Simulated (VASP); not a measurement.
Here is a VASP 6.6.1 calculation.

File INCAR:

```
PREC = Accurate
ENCUT = 600
EDIFF = 1E-6
ISMEAR = -1
SIGMA = 0.05
LREAL = F
LASPH = T
NELM = 200
ALGO = Normal
ISIF = 2
LWAVE = F
LCHARG = T
ISPIN = 2
MAGMOM = 1 0
LORBIT = 11
NUPDOWN = 1.0
LMAXMIX = 4
GGA = PS
LELF = T
LVHAR = T
NBANDS = 21
GGA_COMPAT = F
```

File KPOINTS:

```
Automatic mesh
0
Gamma
  8 8 8
```

File POSCAR:

```
AlCo
1.0
    2.8194032100      0.0000000000      0.0000000000
    0.0000000000      2.8194032100      0.0000000000
    0.0000000000      0.0000000000      2.8194032100
Co Al
1 1
Direct
    0.5000000000      0.5000000000      0.5000000000
    0.0000000000      0.0000000000      0.0000000000
```

Potentials or basis: VASP PAW PBE potentials, release 64 (Co_sv, Al).

Launch:

```bash
$ cat potpaw_PBE.64/Co_sv/POTCAR potpaw_PBE.64/Al/POTCAR > POTCAR
$ mpirun -np 1 vasp_std > vasp.out
```

Predict the pressure.

6.0 GPa.

Caveat: the PAW data sets were made with another functional, which shifts forces and pressure a little; the total moment is fixed, so each spin has its own Fermi level.
